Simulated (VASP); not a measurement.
# Mo8HS15 (a cell with a defect): electric field gradients with r2SCAN

The system is Mo8HS15 (a cell with a defect).

```
Mo H S
1.0
     6.33800    0.00000    0.00000
    -3.16900    5.48887    0.00000
     0.00000    0.00000   12.32400
Mo H S
8 1 15
Direct
  0.16667 0.33333 0.24933
  0.16673 0.83337 0.24932
  0.66663 0.33327 0.24932
  0.66663 0.83337 0.24932
  0.33147 0.16853 0.74594
  0.33147 0.66294 0.74594
  0.83706 0.16853 0.74594
  0.83333 0.66667 0.74785
  0.16667 0.33333 0.66746
  0.16448 0.83224 0.62035
  0.66776 0.33552 0.62035
  0.66776 0.83224 0.62035
  0.33334 0.16666 0.12289
  0.33334 0.66669 0.12289
  0.83331 0.16666 0.12289
  0.83333 0.66667 0.12282
  0.16667 0.33333 0.87402
  0.17347 0.83673 0.87331
  0.66327 0.32653 0.87331
  0.66327 0.83673 0.87331
  0.33328 0.16672 0.37580
  0.33328 0.66656 0.37580
  0.83344 0.16672 0.37580
  0.83333 0.66667 0.37568
```

```yaml
Program: VASP 6.6.1
Task: electric field gradients
Functional: r2SCAN
Potentials_or_basis: VASP PAW PBE potentials, release 64 (Mo_sv, H, S)
Cutoff: 520 eV
k_mesh: 4 × 4 × 2
Occupations: fermi-dirac, width 0.01 eV
Spin: no spin polarisation
Dipole_correction: no
Charge: 1
Further_INCAR_settings: LREAL = Auto; ALGO = Normal; EDIFF = 1e-08; NBANDS = 120; NELECT = 202.0
```

* Largest force: 0.170 eV/Å

Forces in eV/Å, atoms in the order of the input:
```
Mo   0.000  0.000 -0.007
Mo   0.000  0.000  0.009
Mo   0.000  0.000  0.009
Mo   0.000  0.000  0.009
Mo   0.027 -0.016  0.095
Mo   0.000  0.031  0.095
Mo  -0.027 -0.016  0.095
Mo   0.000  0.000 -0.048
H    0.000  0.000 -0.030
S   -0.011 -0.006  0.149
S    0.000  0.012  0.149
S    0.011 -0.006  0.149
S    0.000  0.000  0.157
S    0.000  0.000  0.157
S    0.000  0.000  0.157
S    0.000  0.000  0.153
S    0.000  0.000 -0.166
S   -0.004 -0.002 -0.170
S    0.000  0.005 -0.170
S    0.004 -0.002 -0.170
S   -0.005  0.003 -0.154
S    0.000 -0.005 -0.154
S    0.005  0.003 -0.154
S    0.000  0.000 -0.163
```

Levels at points of the mesh, in eV from the Fermi level:
| k point | band 97 | band 98 | band 99 | band 100 | band 101 | band 102 | band 103 | band 104 | band 105 | band 106 |
| --- | --- | --- | --- | --- | --- | --- | --- | --- | --- | --- |
| (0.00, 0.00, 0.00) | -0.87 | -0.69 | -0.69 | -0.69 | 0.34 | 0.51 | 0.51 | 1.66 | 1.68 | 1.68 |
| (0.50, 0.00, 0.00) | -1.25 | -0.78 | -0.77 | -0.56 | -0.56 | 0.01 | 0.73 | 1.46 | 1.55 | 1.67 |
| (0.00, 0.00, 0.50) | -0.69 | -0.69 | -0.69 | -0.31 | 0.28 | 0.50 | 0.50 | 1.66 | 1.68 | 1.68 |
| (0.50, 0.00, 0.50) | -1.23 | -0.76 | -0.74 | -0.56 | -0.56 | 0.00 | 0.77 | 1.50 | 1.61 | 1.80 |

Electric field gradients, principal values (V/Å²):
| atom | least | middle | greatest (by size) |
| --- | --- | --- | --- |
| 1 Mo | 37.586 | 37.588 | -75.173 |
| 2 Mo | 37.522 | 37.928 | -75.450 |
| 3 Mo | 37.522 | 37.928 | -75.450 |
| 4 Mo | 37.523 | 37.927 | -75.450 |
| 5 Mo | 19.608 | 73.870 | -93.479 |
| 6 Mo | 19.609 | 73.870 | -93.479 |
| 7 Mo | 19.609 | 73.870 | -93.479 |
| 8 Mo | 45.479 | 45.481 | -90.961 |
| 9 H | 1.357 | 1.358 | -2.715 |
| 10 S | 10.958 | 29.979 | -40.937 |
| 11 S | 10.958 | 29.979 | -40.937 |
| 12 S | 10.959 | 29.978 | -40.937 |
| 13 S | 24.693 | 25.043 | -49.736 |
| 14 S | 24.692 | 25.044 | -49.736 |
| 15 S | 24.692 | 25.044 | -49.736 |
| 16 S | 25.100 | 25.101 | -50.202 |
| 17 S | 25.226 | 25.227 | -50.454 |
| 18 S | 23.865 | 44.876 | -68.741 |
| 19 S | 23.865 | 44.876 | -68.741 |
| 20 S | 23.865 | 44.876 | -68.741 |
| 21 S | 24.908 | 25.636 | -50.545 |
| 22 S | 24.909 | 25.635 | -50.545 |
| 23 S | 24.909 | 25.635 | -50.545 |
| 24 S | 23.593 | 23.594 | -47.188 |

Run time: 51 min on 1 thread of Intel(R) Xeon(R) Platinum 8488C (Sapphire Rapids), with other jobs on the host, peak memory 0.71 GiB.

Caveat: the cell carries a net charge on a neutralising background, which shifts energy and pressure; the cell is charged against a uniform background, so pressure and absolute levels hang on convention; without QUAD_EFG the Cq values of the log hold for a quadrupole moment of 1 mb, not for the nuclei; the PAW data sets were made with another functional, which shifts forces and pressure a little.
